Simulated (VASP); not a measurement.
# Au (I4/mmm) in VASP: single point with r2SCAN

Aim: the single point of Au with r2SCAN.

All numbers are computed with VASP 6.6.1; they aren't measurements. Logs are shortened: lines on timing, memory, paths and dates and some standing lists are left out, and cuts for length are marked.

## 1. The cell of the first run

The structure is tetragonal, space group I4/mmm (No. 139). The conventional cell has a = 3.397 Å, b = 3.397 Å, c = 3.149 Å, α = 90.00°, β = 90.00°, γ = 90.00°. Within 3.8 Å of Au (site symmetry 4/mmm) lie 14 Au at 2.87 to 3.40 Å.

## 2. Single point, r2SCAN (strain +0.025 along x and y, -0.050 along z)

Contents of POSCAR:

```
Au
1.0
   -1.6987007250      1.6987007250      1.5744055500
    1.6987007250     -1.6987007250      1.5744055500
    1.6987007250      1.6987007250     -1.5744055500
Au
1
Direct
    0.0000000000      0.0000000000      0.0000000000
```

Contents of INCAR.step1:

```
SYSTEM = Au
PREC     = Accurate       ! precision mode
ENCUT    = 520            ! plane-wave cutoff, eV
ISMEAR   = 0              ! smearing method
SIGMA    = 0.15           ! smearing width, eV
LREAL    = .FALSE.        ! projectors in reciprocal space
LASPH    = .TRUE.         ! aspherical terms in the spheres
NELM     = 100            ! most SCF steps
NBANDS   = 12             ! bands
GGA      = PE             ! functional
ALGO     = Normal         ! electronic algorithm
EDIFF    = 1E-4           ! SCF threshold, eV
LWAVE    = .TRUE.         ! write WAVECAR
LCHARG   = .FALSE.        ! write CHGCAR
```

Contents of INCAR.step2:

```
SYSTEM = Au
PREC     = Accurate       ! precision mode
ENCUT    = 520            ! plane-wave cutoff, eV
EDIFF    = 1E-6           ! SCF threshold, eV
ISMEAR   = 0              ! smearing method
SIGMA    = 0.15           ! smearing width, eV
LREAL    = .FALSE.        ! projectors in reciprocal space
LASPH    = .TRUE.         ! aspherical terms in the spheres
NELM     = 100            ! most SCF steps
ALGO     = Normal         ! electronic algorithm
ISIF     = 2              ! what is computed and relaxed
LWAVE    = .FALSE.        ! write WAVECAR
LCHARG   = .FALSE.        ! write CHGCAR
METAGGA  = R2SCAN         ! meta-GGA
LMIXTAU  = .TRUE.       
NBANDS   = 12             ! bands
ISTART   = 1
```

Contents of KPOINTS:

```
regular mesh
0
G
  20 20 20
  0 0 0
```

Potentials or basis: VASP PAW PBE potentials, release 64 (Au).

Started as:

```sh
$ cat potpaw_PBE.64/Au/POTCAR > POTCAR
$ cp INCAR.step1 INCAR
$ mpirun -np 1 vasp_std > vasp.out
$ cp INCAR.step2 INCAR
$ mpirun -np 1 vasp_std > vasp.out
```

OUTCAR:

```text
SYSTEM = Au
   PREC = Accurate
   ENCUT = 520
   EDIFF = 1E-6
   ISMEAR = 0
   LREAL = .FALSE.
   LASPH = .TRUE.
   NELM = 100
   ISIF = 2
   METAGGA = R2SCAN
   ISTART = 1

 ion  position               nearest neighbor table
   1  0.000  0.000  0.000-

  LATTYP: Found a body centered tetragonal cell.
 ALAT       =     3.3974014500
 C/A-ratio  =     0.9268292683

  Lattice vectors:

 A1 = (  -1.6987007250,   1.6987007250,   1.5744055500)
 A2 = (   1.6987007250,  -1.6987007250,   1.5744055500)
 A3 = (   1.6987007250,   1.6987007250,  -1.5744055500)

Analysis of symmetry for initial positions (statically):
=====================================================================
 Subroutine PRICEL returns:
 Original cell was already a primitive cell.

 Routine SETGRP: Setting up the symmetry group for a
 body centered tetragonal supercell.

 Subroutine GETGRP returns: Found 16 space group operations
 (whereof 16 operations were pure point group operations)
 out of a pool of 16 trial point group operations.

The static configuration has the point symmetry D_4h.

Analysis of symmetry for dynamics (positions and initial velocities):
=====================================================================
 Subroutine PRICEL returns:
 Original cell was already a primitive cell.

 Routine SETGRP: Setting up the symmetry group for a
 body centered tetragonal supercell.

 Subroutine GETGRP returns: Found 16 space group operations
 (whereof 16 operations were pure point group operations)
 out of a pool of 16 trial point group operations.

The dynamic configuration has the point symmetry D_4h.

 Subroutine INISYM returns: Found 16 space group operations
 (whereof 16 operations are pure point group operations),
 and found     1 'primitive' translations

----------------------------------------------------------------------------------------

                                     Primitive cell

  volume of cell :      18.1723

  direct lattice vectors                    reciprocal lattice vectors
    -1.698700725  1.698700725  1.574405550     0.000000000  0.294342607  0.317580181
     1.698700725 -1.698700725  1.574405550     0.294342607  0.000000000  0.317580181
     1.698700725  1.698700725 -1.574405550     0.294342607  0.294342607  0.000000000

  length of vectors
     2.872267596  2.872267596  2.872267596     0.433006630  0.433006630  0.416263307

  position of ions in fractional coordinates (direct lattice)
     0.000000000  0.000000000  0.000000000

  ion indices of the primitive-cell ions
   primitive index   ion index
                 1           1

----------------------------------------------------------------------------------------

 KPOINTS: regular mesh

Automatic generation of k-mesh.
 Grid dimensions read from file:
 generate k-points for:   20   20   20

 Generating k-lattice:

  Cartesian coordinates                     Fractional coordinates (reciprocal lattice)
     0.000000000  0.014717130  0.015879009     0.050000000  0.000000000  0.000000000
     0.014717130  0.000000000  0.015879009     0.000000000  0.050000000  0.000000000
     0.014717130  0.014717130  0.000000000     0.000000000  0.000000000  0.050000000

  Length of vectors
     0.021650332  0.021650332  0.020813165

  Shift w.r.t. Gamma in fractional coordinates (k-lattice)
     0.000000000  0.000000000  0.000000000

 Subroutine IBZKPT returns following result:
 ===========================================

 Found    641 irreducible k-points:

 Following reciprocal coordinates:
            Coordinates               Weight
  0.000000  0.000000  0.000000      1.000000
  0.050000 -0.000000  0.000000      8.000000
  0.100000  0.000000  0.000000      8.000000
  0.150000  0.000000  0.000000      8.000000
  0.200000  0.000000  0.000000      8.000000
  0.250000  0.000000 -0.000000      8.000000
[... 16 lines left out ...]
 -0.400000  0.050000  0.000000     16.000000
 -0.350000  0.050000  0.000000     16.000000
 [... further k-points ...]
   k-points           NKPTS =    641   k-points in BZ     NKDIM =    641   number of bands    NBANDS=     12
   number of dos      NEDOS =    301   number of ions     NIONS =      1
   total plane-waves  NPLWV =  13824
   dimension x,y,z NGX =    24 NGY =   24 NGZ =   24
   dimension x,y,z NGXF=    48 NGYF=   48 NGZF=   48
   ions per type =               1
   NGX,Y,Z   is equivalent  to a cutoff of  13.89, 13.89, 13.89 a.u.
   NGXF,Y,Z  is equivalent  to a cutoff of  27.78, 27.78, 27.78 a.u.
 SYSTEM =  Au
   PREC   = accura    normal or accurate (medium, high low for compatibility)
   ISTART =      1    job   : 0-new  1-cont  2-samecut
   ICHARG =      0    charge: 1-file 2-atom 10-const
   ISPIN  =      1    spin polarized calculation?
   LNONCOLLINEAR =      F non collinear calculations
   LSORBIT =      F    spin-orbit coupling
   LASPH  =      T    aspherical Exc in radial PAW
   ENCUT  =  520.0 eV  38.22 Ry    6.18 a.u.   5.34  5.34  5.34*2*pi/ulx,y,z
   NELM   =    100;   NELMIN=  2; NELMDL=  0     # of ELM steps
   EDIFF  = 0.1E-05   stopping-criterion for ELM
   LREAL  =      F    real-space projection
   EDIFFG = 0.1E-04   stopping-criterion for IOM
   NSW    =      0    number of steps for IOM
   IBRION =     -1    ionic relax: 0-MD 1-quasi-New 2-CG
   NFREE  =      0    steps in history (QN), initial steepest desc. (CG)
   ISIF   =      2    stress and relaxation
   ISYM   =      2    0-nonsym 1-usesym 2-fastsym
   POTIM  = 0.5000    time-step for ionic-motion
   TEBEG  =    0.0;   TEEND  =   0.0 temperature during run
   PSTRESS=    0.0 pullay stress
   NELECT =      11.0000    total number of electrons
   NUPDOWN=      -1.0000    fix difference up-down
   EMIN   =  10.00;   EMAX   =-10.00  energy-range for DOS
   EFERMI =   0.00;   METHOD = LEGACY
   ISMEAR =     0;   SIGMA  =   0.15  broadening in eV -4-tet -1-fermi 0-gaus
   EFERMI_NEDOS =   21; number of points for ismear=-14 and -15
   IALGO  =     38    algorithm
   IMIX   =      4    mixing-type and parameters
     AMIX     =   0.40;   BMIX     =  1.00
     AMIX_MAG =   1.60;   BMIX_MAG =  1.00
  volume/ion in A,a.u.               =      18.17       122.63
  Fermi-wavevector in a.u.,A,eV,Ry     =   1.384849  2.616984 26.093328  1.917805
  Thomas-Fermi vector in A             =   2.509314
   LORBIT       =      0    0 simple, 1 ext, 2 COOP (PROOUT), +10 PAW based schemes
   METAGGA = R2SCAN    functional components
   LHFCALC =     F    Hartree Fock is set to
   AEXX    =    0.0000 exact exchange contribution
   IVDW    =     0    specifies the selected vdW correction
   LEPSILON=     F    determine dielectric tensor
   LRPA    =     F    only Hartree local field effects (RPA)
 non-spin polarized calculation
 Gauss-broadening in eV      SIGMA  =   0.15
  energy-cutoff  :      520.00
  volume of cell :       18.17
 maximum number of plane-waves:       507
 NGX is ok and might be reduce to    24
   NGX = 11   NGY = 11   NGZ = 11

 number of electron      11.0000002 magnetization

 Free energy of the ion-electron system (eV)
  ---------------------------------------------------
  ext. energy  EPLUGINS =         0.00000000
  ---------------------------------------------------
  free energy    TOTEN  =       -50.57103212 eV

  energy without entropy =      -50.56709750  energy(sigma->0) =      -50.56906481

 E-fermi :   8.3917     XC(G=0): -13.1716

 val. band max:        8.3791243106   @ k =   0.5000   0.0500  -0.0000
 cond. band min:       8.4106202287   @ k =   0.5000   0.3000   0.1000
 fundamental gap:      0.0314959181
 Fermi energy:         8.3917468455

 k-point     1 :       0.0000    0.0000    0.0000
  band No.  band energies     occupation
      1      -1.0925      2.00000
      2       3.2175      2.00000
      3       3.6981      2.00000
      4       3.6981      2.00000
      5       4.9608      2.00000
      6       5.5259      2.00000
      7      25.1979      0.00000
      8      25.1979      0.00000
      9      26.6993      0.00000
     10      31.7062      0.00000
     11      31.7062      0.00000
     12      33.6195      0.00000

 k-point     2 :       0.0500   -0.0000    0.0000
  band No.  band energies     occupation
      1      -0.9990      2.00000
      2       3.2358      2.00000
      3       3.6965      2.00000
      4       3.7117      2.00000
      5       4.9659      2.00000
      6       5.4976      2.00000
      7      25.2302      0.00000
      8      25.3083      0.00000
      9      26.6177      0.00000
     10      30.8462      0.00000
     11      31.3935      0.00000
     12      32.5522      0.00000

 k-point     3 :       0.1000    0.0000    0.0000
  band No.  band energies     occupation
      1      -0.7238      2.00000
      2       3.2428      2.00000
      3       3.6885      2.00000
      4       3.8019      2.00000
      5       4.9839      2.00000
      6       5.4261      2.00000
      7      25.2606      0.00000
      8      25.6284      0.00000
      9      26.2153      0.00000
     10      29.6523      0.00000
     11      30.5368      0.00000
     12      30.9973      0.00000
[... 286 lines left out ...]
 k-point    23 :      -0.4000    0.0500    0.0000
  band No.  band energies     occupation
      1       1.4853      2.00000
      2       2.5311      2.00000
      3       5.0712      2.00000
      4       5.2312      2.00000
      5       5.6755      2.00000
      6       6.5010      2.00000
      7      15.5925      0.00000
      8      21.6114      0.00000
      9      22.7768      0.00000
     10      29.1611      0.00000
     11      29.7141      0.00000
     12      33.3953      0.00000

 k-point    24 :      -0.3500    0.0500    0.0000
  band No.  band energies     occupation
      1       1.4060      2.00000
      2       2.6591      2.00000
      3       4.3849      2.00000
      4       5.1979      2.00000
      5       5.3948      2.00000
      6       5.8613      2.00000
      7      17.7280      0.00000
      8      22.2668      0.00000
      9      23.7735      0.00000
     10      28.6600      0.00000
     11      29.4217      0.00000
     12      33.0495      0.00000

 [... further k-points ...]
[... 5 lines left out ...]
  --------------------------------------------------------------------------------------
  -------------------------------------------------------------------------------------
  Total       -0.4388719     -0.4388719     -0.5431056      0.0000000      0.0000000      0.0000000
  in kB      -38.6934983    -38.6934983    -47.8833467      0.0000000      0.0000000      0.0000000
  external PRESSURE =     -41.7567811 kB  Pullay stress =       0.0000000 kB

 VOLUME and BASIS-vectors are now :
 -----------------------------------------------------------------------------
  energy-cutoff  :      520.00
  volume of cell :       18.17
      direct lattice vectors                 reciprocal lattice vectors
    -1.698700725  1.698700725  1.574405550     0.000000000  0.294342607  0.317580181
     1.698700725 -1.698700725  1.574405550     0.294342607  0.000000000  0.317580181
     1.698700725  1.698700725 -1.574405550     0.294342607  0.294342607  0.000000000

 POSITION                                       TOTAL-FORCE (eV/Angst)
 -----------------------------------------------------------------------------------
      0.00000      0.00000      0.00000        -0.000000      0.000000     -0.000000
 -----------------------------------------------------------------------------------
    total drift:                               -0.000000      0.000000      0.000000

  FREE ENERGIE OF THE ION-ELECTRON SYSTEM (eV)
  ---------------------------------------------------
  free  energy   TOTEN  =       -50.5710321216 eV

  energy  without entropy=      -50.5670974983  energy(sigma->0) =      -50.56906481
```

Wall time 8.9 min (1 thread of Intel Xeon 8259CL, shared host); peak memory 0.26 GiB.

What came out:

```
Free energy            : -50.5710 eV
Pressure               : -4.2 GPa
Band gap on the k mesh : zero (an odd number of electrons rules out a gap without spin polarisation)
```

Caveat: the cell differs from its parent crystal (strain +0.025 along x and y, -0.050 along z); the cell stands under tension; the PAW data sets were made with another functional, which shifts forces and pressure a little; spin-orbit coupling is left out, which moves the levels of the heavy elements.
